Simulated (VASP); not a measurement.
Runs of VASP 6.6.1 on BC7. The structure is that of space group P-43m (No. 215), or close to it. The cells are those of the table. 

| task | cell | k mesh | cutoff (eV) | smearing | gap on the mesh (eV) | pressure (GPa) | largest force (eV/Å) |
| --- | --- | --- | --- | --- | --- | --- | --- |
| single point | a = 3.601 Å, 8 atoms | 10 × 10 × 10 | 520 | gaussian 0.15 eV | none | 1.0 | 0.01 |
| relaxation of cell and atoms | relaxed from a = 3.620 Å, 8 atoms | 10 × 10 × 10 | 600 | gaussian 0.1 eV | none | 0.0 | - |
| single point | a = 3.601 Å, 8 atoms | 10 × 10 × 10 | 520 | gaussian 0.1 eV | none | 1.0 | 0.01 |
| single point | a = 3.620 Å, 8 atoms | 6 × 6 × 6 | 520 | gaussian 0.1 eV | none | -5.4 | (a) |

Alike in all rows: level PBEsol; potentials or basis VASP PAW PBE potentials, release 64 (B, C); no spin polarisation.

Q: Estimate the missing entries.

A: (a) 0.04.

Caveats: the PAW data sets were made with another functional, which shifts forces and pressure a little.

A gap of «none» marks levels without a gap at the run's occupations.
